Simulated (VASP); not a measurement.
# Al (I4/mmm) in VASP: notebook

The runs below take Al through single point, with LDA.

Everything below comes from runs of VASP 6.6.1. Logs are shortened: lines on timing, memory, paths and dates and some standing lists are left out, and cuts for length are marked.

### Step 1. The cell of the first run

Symmetry: I4/mmm, No. 139, tetragonal system. Conventional cell: a = 3.023 Å, b = 3.023 Å, c = 3.262 Å, α = 90.00°, β = 90.00°, γ = 90.00°. Al (site symmetry 4/mmm) has 14 Al at 2.69 to 3.26 Å within 3.5 Å.

### Step 2. Single point, LDA (strain -0.050 along x and y, +0.025 along z)

The input, INCAR:

```
PREC = Accurate ; ENCUT = 520
EDIFF = 1E-7 ; ISMEAR = 0
SIGMA = 0.15 ; LREAL = F
LASPH = T ; NELM = 100
ALGO = Normal ; ISIF = 2
LWAVE = F ; LCHARG = T
LELF = T ; LVHAR = T
NBANDS = 8
```

The input, KPOINTS:

```
regular mesh
0
Gamma
  20 20 20
```

The input, POSCAR:

```
Al
1.0
   -1.5116577555      1.5116577555      1.6309991572
    1.5116577555     -1.5116577555      1.6309991572
    1.5116577555      1.5116577555     -1.6309991572
Al
1
Direct
    0.0000000000      0.0000000000      0.0000000000
```

Potentials or basis: VASP PAW LDA potentials, release 64 (Al).

Command:

```console
cat potpaw_LDA.64/Al/POTCAR > POTCAR
mpirun -np 1 vasp_std > vasp.out
```

OUTCAR:

```text
PREC = Accurate
   ENCUT = 520
   EDIFF = 1E-7
   ISMEAR = 0
   LREAL = F
   LASPH = T
   NELM = 100
   ISIF = 2

 ion  position               nearest neighbor table
   1  0.000  0.000  0.000-

  LATTYP: Found a body centered tetragonal cell.
 ALAT       =     3.0233155110
 C/A-ratio  =     1.0789473684

  Lattice vectors:

 A1 = (  -1.5116577555,   1.5116577555,   1.6309991572)
 A2 = (   1.5116577555,  -1.5116577555,   1.6309991572)
 A3 = (   1.5116577555,   1.5116577555,  -1.6309991572)

Analysis of symmetry for initial positions (statically):
=====================================================================
 Subroutine PRICEL returns:
 Original cell was already a primitive cell.

 Routine SETGRP: Setting up the symmetry group for a
 body centered tetragonal supercell.

 Subroutine GETGRP returns: Found 16 space group operations
 (whereof 16 operations were pure point group operations)
 out of a pool of 16 trial point group operations.

The static configuration has the point symmetry D_4h.

Analysis of symmetry for dynamics (positions and initial velocities):
=====================================================================
 Subroutine PRICEL returns:
 Original cell was already a primitive cell.

 Routine SETGRP: Setting up the symmetry group for a
 body centered tetragonal supercell.

 Subroutine GETGRP returns: Found 16 space group operations
 (whereof 16 operations were pure point group operations)
 out of a pool of 16 trial point group operations.

The dynamic configuration has the point symmetry D_4h.

 Subroutine INISYM returns: Found 16 space group operations
 (whereof 16 operations are pure point group operations),
 and found     1 'primitive' translations

----------------------------------------------------------------------------------------

                                     Primitive cell

  volume of cell :      14.9080

  direct lattice vectors                    reciprocal lattice vectors
    -1.511657755  1.511657755  1.630999157     0.000000000  0.330762700  0.306560551
     1.511657755 -1.511657755  1.630999157     0.330762700  0.000000000  0.306560551
     1.511657755  1.511657755 -1.630999157     0.330762700  0.330762700  0.000000000

  length of vectors
     2.688935959  2.688935959  2.688935959     0.450980415  0.450980415  0.467769096

  position of ions in fractional coordinates (direct lattice)
     0.000000000  0.000000000  0.000000000

[... 71 lines left out ...]
   LSORBIT =      F    spin-orbit coupling
   LASPH  =      T    aspherical Exc in radial PAW
   ENCUT  =  520.0 eV  38.22 Ry    6.18 a.u.   5.00  5.00  5.00*2*pi/ulx,y,z
   NELM   =    100;   NELMIN=  2; NELMDL= -5     # of ELM steps
   EDIFF  = 0.1E-06   stopping-criterion for ELM
   LREAL  =      F    real-space projection
   EDIFFG = 0.1E-05   stopping-criterion for IOM
   NSW    =      0    number of steps for IOM
   IBRION =     -1    ionic relax: 0-MD 1-quasi-New 2-CG
   NFREE  =      0    steps in history (QN), initial steepest desc. (CG)
   ISIF   =      2    stress and relaxation
   ISYM   =      2    0-nonsym 1-usesym 2-fastsym
   POTIM  = 0.5000    time-step for ionic-motion
   TEBEG  =    0.0;   TEEND  =   0.0 temperature during run
   PSTRESS=    0.0 pullay stress
   NELECT =       3.0000    total number of electrons
   NUPDOWN=      -1.0000    fix difference up-down
   EMIN   =  10.00;   EMAX   =-10.00  energy-range for DOS
   EFERMI =   0.00;   METHOD = LEGACY
   ISMEAR =     0;   SIGMA  =   0.15  broadening in eV -4-tet -1-fermi 0-gaus
   EFERMI_NEDOS =   21; number of points for ismear=-14 and -15
   IALGO  =     38    algorithm
   IMIX   =      4    mixing-type and parameters
     AMIX     =   0.40;   BMIX     =  1.00
     AMIX_MAG =   1.60;   BMIX_MAG =  1.00
  volume/ion in A,a.u.               =      14.91       100.60
  Fermi-wavevector in a.u.,A,eV,Ry     =   0.959345  1.812900 12.522036  0.920344
  Thomas-Fermi vector in A             =   2.088533
   LORBIT       =      0    0 simple, 1 ext, 2 COOP (PROOUT), +10 PAW based schemes
   GGA     = CA    functional components
   LHFCALC =     F    Hartree Fock is set to
   AEXX    =    0.0000 exact exchange contribution
   IVDW    =     0    specifies the selected vdW correction
   LEPSILON=     F    determine dielectric tensor
   LRPA    =     F    only Hartree local field effects (RPA)
 non-spin polarized calculation
 Gauss-broadening in eV      SIGMA  =   0.15
  energy-cutoff  :      520.00
  volume of cell :       14.91
 maximum number of plane-waves:       418
   NGX =  9   NGY =  9   NGZ =  9

 number of electron       3.0000000 magnetization

 Free energy of the ion-electron system (eV)
  ---------------------------------------------------
  ext. energy  EPLUGINS =         0.00000000
  ---------------------------------------------------
  free energy    TOTEN  =        -4.07447264 eV

  energy without entropy =       -4.07016774  energy(sigma->0) =       -4.07232019

 E-fermi :   8.8824     XC(G=0): -10.7281

 val. band max:        8.8800266889   @ k =   0.4000   0.2500   0.1500
 cond. band min:       8.8848564379   @ k =   0.5000   0.3000   0.0500
 fundamental gap:      0.0048297490
 Fermi energy:         8.8824174155

 k-point     1 :       0.0000    0.0000    0.0000
  band No.  band energies     occupation
      1      -2.9276      2.00000
      2      22.1838      0.00000
      3      22.1838      0.00000
      4      23.9969      0.00000
      5      24.3789      0.00000
      6      24.8756      0.00000
      7      24.8868      0.00000
      8      24.8868      0.00000
[... 243 lines left out ...]
 k-point    24 :      -0.3500    0.0500    0.0000
  band No.  band energies     occupation
      1       0.2993      2.00000
      2      10.1444      0.00000
      3      17.9788      0.00000
      4      18.6762      0.00000
      5      21.7159      0.00000
      6      22.5070      0.00000
      7      26.2439      0.00000
      8      30.1279      0.00000

 [... further k-points ...]
[... 5 lines left out ...]
  --------------------------------------------------------------------------------------
  -------------------------------------------------------------------------------------
  Total        0.5595383      0.5595383      0.9648734      0.0000000     -0.0000000      0.0000000
  in kB       60.1339465     60.1339465    103.6955781      0.0000000     -0.0000000      0.0000000
  external PRESSURE =      74.6544904 kB  Pullay stress =       0.0000000 kB

 VOLUME and BASIS-vectors are now :
 -----------------------------------------------------------------------------
  energy-cutoff  :      520.00
  volume of cell :       14.91
      direct lattice vectors                 reciprocal lattice vectors
    -1.511657755  1.511657755  1.630999157     0.000000000  0.330762700  0.306560551
     1.511657755 -1.511657755  1.630999157     0.330762700  0.000000000  0.306560551
     1.511657755  1.511657755 -1.630999157     0.330762700  0.330762700  0.000000000

 POSITION                                       TOTAL-FORCE (eV/Angst)
 -----------------------------------------------------------------------------------
      0.00000      0.00000      0.00000         0.000000      0.000000     -0.000000
 -----------------------------------------------------------------------------------
    total drift:                                0.000000      0.000000     -0.000000

  FREE ENERGIE OF THE ION-ELECTRON SYSTEM (eV)
  ---------------------------------------------------
  free  energy   TOTEN  =        -4.0744726355 eV

  energy  without entropy=       -4.0701677372  energy(sigma->0) =       -4.07232019
```

stdout:

```text
POSCAR found type information on POSCAR Al
 POSCAR found :  1 types and       1 ions
 scaLAPACK will be used
 LDA part: xc-table for (Slater(with rela. corr.)+CA(PZ))
 , standard interpolation
 POSCAR, INCAR and KPOINTS ok, starting setup
 FFT: planning ... GRIDC
 FFT: planning ... GRID_SOFT
 FFT: planning ... GRID
 WAVECAR not read
 entering main loop
```

It took 19 s on 1 thread of Intel Xeon 6975P-C (Granite Rapids), shared host; peak memory 0.16 GiB.

What came out:

- Free energy: -4.0745 eV
- Pressure: 7.5 GPa

Stress tensor (GPa, compression positive):
```
 6.01  0.00  0.00
 0.00  6.01  0.00
 0.00  0.00 10.37
```

Caveat: the cell differs from its parent crystal (strain -0.050 along x and y, +0.025 along z).

### Step 3. Single point, LDA (strain -0.050 along x and y, +0.050 along z)

The input, INCAR:

```
SYSTEM = Al
PREC = Accurate
ENCUT = 520
EDIFF = 1E-6
ISMEAR = 0
SIGMA = 0.15
LREAL = .FALSE.
LASPH = .TRUE.
NELM = 100
ALGO = Fast
ISIF = 2
LWAVE = .FALSE.
LCHARG = .FALSE.
GGA = CA
NBANDS = 8
```

The input, KPOINTS:

```
Automatic mesh
0
G
  20 20 20
  0 0 0
```

The input, POSCAR:

```
Al
1.0
   -1.5116577555      1.5116577555      1.6707796245
    1.5116577555     -1.5116577555      1.6707796245
    1.5116577555      1.5116577555     -1.6707796245
Al
1
Direct
    0.0000000000      0.0000000000      0.0000000000
```

Potentials or basis: VASP PAW LDA potentials, release 64 (Al).

Command:

```console
cat potpaw_LDA.64/Al/POTCAR > POTCAR
mpirun -np 1 vasp_std > vasp.out
```

Wall time 18 s (1 thread of Intel Xeon 6975P-C (Granite Rapids), shared host); peak memory 0.17 GiB.

The run converged. Its results:

* Free energy: -4.0955 eV
* Pressure: 5.0 GPa

Stress tensor (GPa, compression positive):
```
3.34 0.00 0.00
0.00 3.34 0.00
0.00 0.00 8.23
```

Levels at points of the mesh, in eV from the Fermi level:
| k point | band 1 | band 2 | band 3 | band 4 |
| --- | --- | --- | --- | --- |
| (0.00, 0.00, 0.00) | -11.62 | 13.05 | 13.05 | 15.04 |
| (0.50, 0.00, 0.00) | -4.70 | -4.22 | 9.27 | 9.43 |
| (0.50, 0.50, 0.00) | -4.18 | -3.29 | 7.18 | 7.49 |
| (0.50, 0.50, 0.50) | 0.19 | 1.90 | 3.02 | 3.02 |

Caveat: the cell differs from its parent crystal (strain -0.050 along x and y, +0.050 along z).
